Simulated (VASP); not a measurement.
Write the native input for VASP 6.6.1 that does the following.

```
Task                   : single point
Functional             : PBEsol
Potentials or basis    : VASP PAW PBE potentials, release 64 (B, P)
Cutoff                 : 520 eV
k mesh                 : 16 × 16 × 16
Occupations            : fermi-dirac, width 0.1 eV
Spin                   : no spin polarisation
Dipole correction      : no
Further INCAR settings : ALGO = Normal; EDIFF = 1e-07; NBANDS = 11
```

The structure of BP lies in POSCAR:

```
BP
1.0
    0.0000000000      2.2600694606      2.2600694606
    2.2600694606      0.0000000000      2.2600694606
    2.2600694606      2.2600694606      0.0000000000
B P
1 1
Direct
    0.0000000000      0.0000000000      0.0000000000
    0.7500000000      0.7500000000      0.7500000000
```

The input as run:

INCAR

```
PREC = Accurate
ENCUT = 520
EDIFF = 1E-7
ISMEAR = -1
SIGMA = 0.1
LREAL = False
LASPH = True
NELM = 60
ALGO = Normal
ISIF = 2
LWAVE = False
LCHARG = False
GGA = PS
NBANDS = 11
```

KPOINTS

```
Automatic mesh
0
Gamma
  16 16 16
```

Potentials or basis: VASP PAW PBE potentials, release 64 (B, P).

Command:

```console
$ cat potpaw_PBE.64/B/POTCAR potpaw_PBE.64/P/POTCAR > POTCAR
$ mpirun -np 1 vasp_std > vasp.out
```

It gave:

```yaml
Pressure: 0.1 GPa
Band_gap_on_the_k_mesh: 1.12 eV (least direct gap 3.37 eV)
```

Caveat: the PAW data sets were made with another functional, which shifts forces and pressure a little.

Run time: 26 s on 1 thread of Intel Xeon 8259CL, with other jobs on the host, peak memory 0.16 GiB.
